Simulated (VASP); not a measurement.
# NiBi2 (Fd-3m) in VASP: a series of runs

The runs below take NiBi2 through single point, with r2SCAN.

Everything below comes from runs of VASP 6.6.1. Logs are shortened: lines on timing, memory, paths and dates and some standing lists are left out, and cuts for length are marked.

## Step 1: The cell of the first run

It takes space group Fd-3m (No. 227, cubic). The conventional cell has a = 8.257 Å, b = 8.257 Å, c = 8.257 Å, α = 90.00°, β = 90.00°, γ = 90.00°. Ni (site symmetry -43m) has 12 Bi at 3.42 Å and 4 Ni at 3.58 Å within 4.5 Å. Bi (site symmetry -3m) has 6 Bi at 2.92 Å and 6 Ni at 3.42 Å within 3.8 Å.

## Step 2: Single point, r2SCAN, collinear spin, ferromagnetic start

Input file POSCAR:

```
NiBi2
1.0
    0.0000000000      4.1283546369      4.1283546369
    4.1283546369      0.0000000000      4.1283546369
    4.1283546369      4.1283546369      0.0000000000
Ni Bi
2 4
Direct
    0.0000000000      0.0000000000      0.0000000000
    0.2500000000      0.2500000000      0.2500000000
    0.6250000000      0.6250000000      0.6250000000
    0.1250000000      0.6250000000      0.6250000000
    0.6250000000      0.6250000000      0.1250000000
    0.6250000000      0.1250000000      0.6250000000
```

Input file INCAR.step1:

```
PREC = Accurate
ENCUT = 520
ISMEAR = 0
SIGMA = 0.1
LREAL = F
LASPH = T
NELM = 150
ISPIN = 2
MAGMOM = 2 2 0 0 0 0
LMAXMIX = 4
NBANDS = 53
GGA = PE
ALGO = Normal
EDIFF = 1E-4
LWAVE = T
LCHARG = F
```

Input file INCAR.step2:

```
PREC = Accurate
ENCUT = 520
EDIFF = 1E-7
ISMEAR = 0
SIGMA = 0.1
LREAL = F
LASPH = T
NELM = 150
ALGO = Normal
ISIF = 2
LWAVE = F
LCHARG = T
ISPIN = 2
MAGMOM = 2 2 0 0 0 0
LORBIT = 11
LMAXMIX = 4
METAGGA = R2SCAN
LMIXTAU = T
LELF = T
LVHAR = T
NBANDS = 53
ISTART = 1
```

Input file KPOINTS:

```
regular mesh
0
Gamma
  4 4 4
```

Potentials or basis: VASP PAW PBE potentials, release 64 (Ni, Bi_d).

Started as:

```sh
$ cat potpaw_PBE.64/Ni/POTCAR potpaw_PBE.64/Bi_d/POTCAR > POTCAR
$ cp INCAR.step1 INCAR
$ mpirun -np 1 vasp_std > vasp.out
$ cp INCAR.step2 INCAR
$ mpirun -np 1 vasp_std > vasp.out
```

OUTCAR:

```text
PREC = Accurate
   ENCUT = 520
   EDIFF = 1E-7
   ISMEAR = 0
   LREAL = F
   LASPH = T
   NELM = 150
   ISIF = 2
   ISPIN = 2
   LORBIT = 11
   METAGGA = R2SCAN
   ISTART = 1

 ion  position               nearest neighbor table
   1  0.000  0.000  0.000-   3 3.42   5 3.42   6 3.42   3 3.42   4 3.42   5 3.42   4 3.42   6 3.42
                             3 3.42   4 3.42   5 3.42   6 3.42
   2  0.250  0.250  0.250-   4 3.42   6 3.42   3 3.42   4 3.42   5 3.42   3 3.42   5 3.42   6 3.42
                             4 3.42   5 3.42   6 3.42   3 3.42
   3  0.625  0.625  0.625-   4 2.92   5 2.92   6 2.92   5 2.92   6 2.92   4 2.92   1 3.42   2 3.42
                             1 3.42   2 3.42   1 3.42   2 3.42
   4  0.125  0.625  0.625-   3 2.92   5 2.92   6 2.92   3 2.92   5 2.92   6 2.92   2 3.42   1 3.42
                             2 3.42   1 3.42   1 3.42   2 3.42
   5  0.625  0.625  0.125-   3 2.92   3 2.92   4 2.92   6 2.92   6 2.92   4 2.92   1 3.42   2 3.42
                             1 3.42   2 3.42   1 3.42   2 3.42
   6  0.625  0.125  0.625-   3 2.92   5 2.92   3 2.92   4 2.92   5 2.92   4 2.92   1 3.42   2 3.42
                             1 3.42   2 3.42   1 3.42   2 3.42

  LATTYP: Found a face centered cubic cell.
 ALAT       =     8.2567092738

  Lattice vectors:

 A1 = (   0.0000000000,   4.1283546369,   4.1283546369)
 A2 = (   4.1283546369,   0.0000000000,   4.1283546369)
 A3 = (   4.1283546369,   4.1283546369,   0.0000000000)

Analysis of symmetry for initial positions (statically):
=====================================================================
 Subroutine PRICEL returns:
 Original cell was already a primitive cell.

 Routine SETGRP: Setting up the symmetry group for a
 face centered cubic supercell.

 Subroutine GETGRP returns: Found 48 space group operations
 (whereof 24 operations were pure point group operations)
 out of a pool of 48 trial point group operations.

The static configuration has the point symmetry T_d .
 The point group associated with its full space group is O_h .

Analysis of symmetry for dynamics (positions and initial velocities):
=====================================================================
 Subroutine PRICEL returns:
 Original cell was already a primitive cell.

 Routine SETGRP: Setting up the symmetry group for a
 face centered cubic supercell.

 Subroutine GETGRP returns: Found 48 space group operations
 (whereof 24 operations were pure point group operations)
 out of a pool of 48 trial point group operations.

The dynamic configuration has the point symmetry T_d .
 The point group associated with its full space group is O_h .

[... 140 lines left out ...]
 NGX is ok and might be reduce to    48
   NGX = 21   NGY = 21   NGZ = 21

 number of electron      79.9999974 magnetization      -1.3048847

 Free energy of the ion-electron system (eV)
  ---------------------------------------------------
  ext. energy  EPLUGINS =         0.00000000
  ---------------------------------------------------
  free energy    TOTEN  =      -248.65121254 eV

  energy without entropy =     -248.61675143  energy(sigma->0) =     -248.63398198

 E-fermi :   8.6841     XC(G=0): -11.6579

 val. band max:        8.6548837660   @ k =   0.2500   0.0000   0.0000
 cond. band min:       8.6949211337   @ k =   0.5000   0.5000   0.0000
 fundamental gap:      0.0400373677
 Fermi energy:         8.6840591151

 spin component 1

 k-point     1 :       0.0000    0.0000    0.0000
  band No.  band energies     occupation
      1     -16.1015      1.00000
      2     -15.7895      1.00000
      3     -15.7895      1.00000
      4     -15.7895      1.00000
      5     -15.7484      1.00000
      6     -15.7484      1.00000
[... 429 lines left out ...]
     51      15.2237      0.00000
     52      15.2237      0.00000
 Fermi energy:         8.6840591151

 spin component 2

 k-point     1 :       0.0000    0.0000    0.0000
  band No.  band energies     occupation
      1     -16.1184      1.00000
      2     -15.8178      1.00000
      3     -15.8178      1.00000
      4     -15.8178      1.00000
      5     -15.7756      1.00000
      6     -15.7756      1.00000
[... 429 lines left out ...]
     51      15.2046      0.00000
     52      15.2046      0.00000
 [bands above 52 left out]

------------------------ aborting loop because EDIFF is reached ----------------------------------------

  FORCE on cell =-STRESS in cart. coord.  units (eV):
  Direction    XX          YY          ZZ          XY          YZ          ZX
  --------------------------------------------------------------------------------------
  -------------------------------------------------------------------------------------
  Total       16.2352595     16.2352595     16.2352595      0.0000000      0.0000000      0.0000000
  in kB      184.8454774    184.8454774    184.8454774      0.0000000      0.0000000      0.0000000
  external PRESSURE =     184.8454774 kB  Pullay stress =       0.0000000 kB

 VOLUME and BASIS-vectors are now :
 -----------------------------------------------------------------------------
  energy-cutoff  :      520.00
  volume of cell :      140.72
      direct lattice vectors                 reciprocal lattice vectors
     0.000000000  4.128354637  4.128354637    -0.121113626  0.121113626  0.121113626
     4.128354637  0.000000000  4.128354637     0.121113626 -0.121113626  0.121113626
     4.128354637  4.128354637  0.000000000     0.121113626  0.121113626 -0.121113626

 POSITION                                       TOTAL-FORCE (eV/Angst)
 -----------------------------------------------------------------------------------
      0.00000      0.00000      0.00000         0.000000      0.000000      0.000000
      2.06418      2.06418      2.06418        -0.000000     -0.000000     -0.000000
      5.16044      5.16044      5.16044        -0.000000     -0.000000      0.000000
      5.16044      3.09627      3.09627        -0.000000     -0.000000      0.000000
      3.09627      3.09627      5.16044        -0.000000     -0.000000      0.000000
      3.09627      5.16044      3.09627        -0.000000     -0.000000      0.000000
 -----------------------------------------------------------------------------------
    total drift:                                0.000000      0.000000     -0.000000

  FREE ENERGIE OF THE ION-ELECTRON SYSTEM (eV)
  ---------------------------------------------------
  free  energy   TOTEN  =      -248.6512125421 eV

  energy  without entropy=     -248.6167514263  energy(sigma->0) =     -248.63398198

 total charge

# of ion       s       p       d       tot
------------------------------------------
    1        0.301   0.117   8.472   8.890
    2        0.301   0.117   8.472   8.890
    3        1.536   1.466   9.974  12.976
    4        1.536   1.466   9.974  12.976
    5        1.536   1.466   9.974  12.976
    6        1.536   1.466   9.974  12.976
--------------------------------------------------
tot          6.744   6.098  56.839  69.682

 magnetization (x)

# of ion       s       p       d       tot
------------------------------------------
    1       -0.002   0.000  -0.509  -0.511
    2       -0.002   0.000  -0.509  -0.511
    3       -0.003  -0.052  -0.005  -0.060
    4       -0.003  -0.052  -0.005  -0.060
    5       -0.003  -0.052  -0.005  -0.060
    6       -0.003  -0.052  -0.005  -0.060
--------------------------------------------------
tot         -0.017  -0.208  -1.038  -1.263
```

Wall time 7.1 min (1 thread of Intel Xeon 6975P-C (Granite Rapids), shared host); peak memory 0.48 GiB.

What came out:

- Free energy: -248.6512 eV
- Pressure: 18.5 GPa
- Net moment: -1.30 μB per cell
- Site moments: Ni -0.51; Bi -0.06 μB
- Valence electrons inside the program's atomic spheres: Ni 8.89; Bi 12.98

Caveat: the cell stands under pressure; the PAW data sets were made with another functional, which shifts forces and pressure a little; spin-orbit coupling is left out, which moves the levels of the heavy elements.

## Step 3: Single point, r2SCAN, collinear spin, ferromagnetic start

This run uses another cell than the first one, of 30.19 Å³/atom.

Edit POSCAR of step 2 so:

```diff
@@ -2,5 +2,5 @@
 1.0
-    0.0000000000      4.1283546369      4.1283546369
-    4.1283546369      0.0000000000      4.1283546369
-    4.1283546369      4.1283546369      0.0000000000
+    0.0000000000      4.4906979392      4.4906979392
+    4.4906979392      0.0000000000      4.4906979392
+    4.4906979392      4.4906979392      0.0000000000
 Ni Bi
```

Input file INCAR.step1:

```
PREC     = Accurate       # precision mode
ENCUT    = 520            # plane-wave cutoff, eV
ISMEAR   = 0              # smearing method
SIGMA    = 0.1            # smearing width, eV
LREAL    = False          # projectors in reciprocal space
LASPH    = True           # aspherical terms in the spheres
NELM     = 150            # most SCF steps
ISPIN    = 2              # spin polarisation
MAGMOM   = 0.57 0.57 0 0 0 0 # initial moments
LMAXMIX  = 4              # l up to which the mixer works
NBANDS   = 53             # bands
GGA      = PE             # functional
ALGO     = Normal         # electronic algorithm
EDIFF    = 1E-4           # SCF threshold, eV
LWAVE    = True           # write WAVECAR
LCHARG   = False          # write CHGCAR
```

Input file INCAR.step2:

```
PREC     = Accurate       # precision mode
ENCUT    = 520            # plane-wave cutoff, eV
EDIFF    = 1E-6           # SCF threshold, eV
ISMEAR   = 0              # smearing method
SIGMA    = 0.1            # smearing width, eV
LREAL    = False          # projectors in reciprocal space
LASPH    = True           # aspherical terms in the spheres
NELM     = 150            # most SCF steps
ALGO     = Normal         # electronic algorithm
ISIF     = 2              # what is computed and relaxed
LWAVE    = False          # write WAVECAR
LCHARG   = False          # write CHGCAR
ISPIN    = 2              # spin polarisation
MAGMOM   = 0.57 0.57 0 0 0 0 # initial moments
LORBIT   = 11             # projections on sites
LMAXMIX  = 4              # l up to which the mixer works
METAGGA  = R2SCAN         # meta-GGA
LMIXTAU  = True         
NBANDS   = 53             # bands
ISTART   = 1
```

KPOINTS is that of step 2.

Potentials or basis: VASP PAW PBE potentials, release 64 (Ni, Bi_d).

Started as:

```sh
$ cat potpaw_PBE.64/Ni/POTCAR potpaw_PBE.64/Bi_d/POTCAR > POTCAR
$ cp INCAR.step1 INCAR
$ mpirun -np 1 vasp_std > vasp.out
$ cp INCAR.step2 INCAR
$ mpirun -np 1 vasp_std > vasp.out
```

OUTCAR:

```text
PREC = Accurate
   ENCUT = 520
   EDIFF = 1E-6
   ISMEAR = 0
   LREAL = False
   LASPH = True
   NELM = 150
   ISIF = 2
   ISPIN = 2
   LORBIT = 11
   METAGGA = R2SCAN
   ISTART = 1

 ion  position               nearest neighbor table
   1  0.000  0.000  0.000-
   2  0.250  0.250  0.250-
   3  0.625  0.625  0.625-   4 3.18   5 3.18   6 3.18   5 3.18   6 3.18   4 3.18
   4  0.125  0.625  0.625-   3 3.18   5 3.18   6 3.18   3 3.18   5 3.18   6 3.18
   5  0.625  0.625  0.125-   3 3.18   3 3.18   4 3.18   6 3.18   6 3.18   4 3.18
   6  0.625  0.125  0.625-   3 3.18   5 3.18   3 3.18   4 3.18   5 3.18   4 3.18

  LATTYP: Found a face centered cubic cell.
 ALAT       =     8.9813958784

[... 1102 lines left out ...]
      0.00000      0.00000      0.00000        -0.000000     -0.000000     -0.000000
      2.24535      2.24535      2.24535         0.000000      0.000000      0.000000
      5.61337      5.61337      5.61337        -0.000000      0.000000     -0.000000
      5.61337      3.36802      3.36802        -0.000000      0.000000     -0.000000
      3.36802      3.36802      5.61337        -0.000000      0.000000     -0.000000
      3.36802      5.61337      3.36802        -0.000000      0.000000     -0.000000
 -----------------------------------------------------------------------------------
    total drift:                                0.000000      0.000000      0.000000

  FREE ENERGIE OF THE ION-ELECTRON SYSTEM (eV)
  ---------------------------------------------------
  free  energy   TOTEN  =      -250.3677143824 eV

  energy  without entropy=     -250.3295093895  energy(sigma->0) =     -250.34861189

 total charge

# of ion       s       p       d       tot
------------------------------------------
    1        0.259   0.070   8.441   8.770
    2        0.259   0.070   8.441   8.770
    3        1.524   1.321   9.920  12.765
    4        1.524   1.321   9.920  12.765
    5        1.524   1.321   9.920  12.765
    6        1.524   1.321   9.920  12.765
--------------------------------------------------
tot          6.614   5.424  56.562  68.600

 magnetization (x)

# of ion       s       p       d       tot
------------------------------------------
    1        0.002  -0.000   0.845   0.848
    2        0.002  -0.000   0.845   0.848
    3        0.005   0.076   0.003   0.084
    4        0.005   0.076   0.003   0.084
    5        0.005   0.076   0.003   0.084
    6        0.005   0.076   0.003   0.084
--------------------------------------------------
tot          0.024   0.304   1.703   2.031
```

OSZICAR.step1:

```text
N       E                     dE             d eps       ncg     rms          rms(c)
DAV:   1     0.912868325793E+03    0.91287E+03   -0.38448E+04  1696   0.181E+03
DAV:   2     0.951781610922E+02   -0.81769E+03   -0.79367E+03  1696   0.512E+02
DAV:   3    -0.141183951102E+02   -0.10930E+03   -0.10465E+03  1907   0.200E+02
DAV:   4    -0.202512067521E+02   -0.61328E+01   -0.60238E+01  1921   0.484E+01
DAV:   5    -0.205351184656E+02   -0.28391E+00   -0.28381E+00  2314   0.915E+00    0.985E+00
DAV:   6    -0.273060485369E+02   -0.67709E+01   -0.22461E+01  2043   0.340E+01    0.251E+01
DAV:   7    -0.203568867411E+02    0.69492E+01   -0.94644E+00  1879   0.251E+01    0.827E+00
DAV:   8    -0.200480944227E+02    0.30879E+00   -0.15312E+00  1991   0.583E+00    0.130E+00
DAV:   9    -0.200572594025E+02   -0.91650E-02   -0.12434E-01  1865   0.180E+00    0.793E-01
DAV:  10    -0.200559562202E+02    0.13032E-02   -0.10553E-02  2195   0.687E-01    0.212E-01
DAV:  11    -0.200562394086E+02   -0.28319E-03   -0.14904E-03  1724   0.224E-01    0.134E-01
DAV:  12    -0.200565064879E+02   -0.26708E-03   -0.32625E-04  1422   0.121E-01    0.195E-01
DAV:  13    -0.200563544088E+02    0.15208E-03   -0.30043E-04  1370   0.134E-01    0.156E-02
DAV:  14    -0.200563588277E+02   -0.44189E-05   -0.27031E-05   976   0.306E-02
   1 F= -.20056359E+02 E0= -.20039322E+02  d E =-.340737E-01  mag=     1.7530
```

Wall time 7.1 min (1 thread of Intel Xeon 6975P-C (Granite Rapids), shared host); peak memory 0.51 GiB.

Results:

* Free energy: -250.3677 eV
* Pressure: -0.9 GPa
* Net moment: 2.16 μB per cell
* Site moments: Ni +0.85; Bi +0.08 μB
* Valence electrons inside the program's atomic spheres: Ni 8.77; Bi 12.77

Levels at points of the mesh, in eV from the Fermi level:
Spin up:
| k point | band 37 | band 38 | band 39 | band 40 | band 41 | band 42 | band 43 | band 44 | band 45 | band 46 |
| --- | --- | --- | --- | --- | --- | --- | --- | --- | --- | --- |
| (0.00, 0.00, 0.00) | -1.17 | -1.17 | -1.17 | -0.71 | -0.71 | 1.45 | 2.41 | 2.41 | 2.41 | 4.23 |
| (0.50, 0.00, 0.00) | -1.24 | -1.24 | -0.27 | -0.27 | -0.21 | -0.06 | 0.09 | 0.09 | 2.30 | 4.10 |
| (0.50, 0.50, 0.00) | -1.12 | -1.12 | -0.90 | -0.90 | -0.07 | -0.07 | 0.40 | 0.40 | 2.28 | 2.28 |
Spin down:
```csv
k point,band 36,band 37,band 38,band 39,band 40,band 41,band 42,band 43
"(0.00, 0.00, 0.00)",-0.27,-0.03,-0.03,-0.03,0.16,0.16,1.55,2.34
"(0.50, 0.00, 0.00)",-0.25,-0.25,-0.21,-0.06,0.20,0.32,0.32,0.52
"(0.50, 0.50, 0.00)",-0.38,-0.28,-0.28,-0.14,-0.14,0.35,0.35,0.80
```

Caveat: the PAW data sets were made with another functional, which shifts forces and pressure a little; spin-orbit coupling is left out, which moves the levels of the heavy elements.
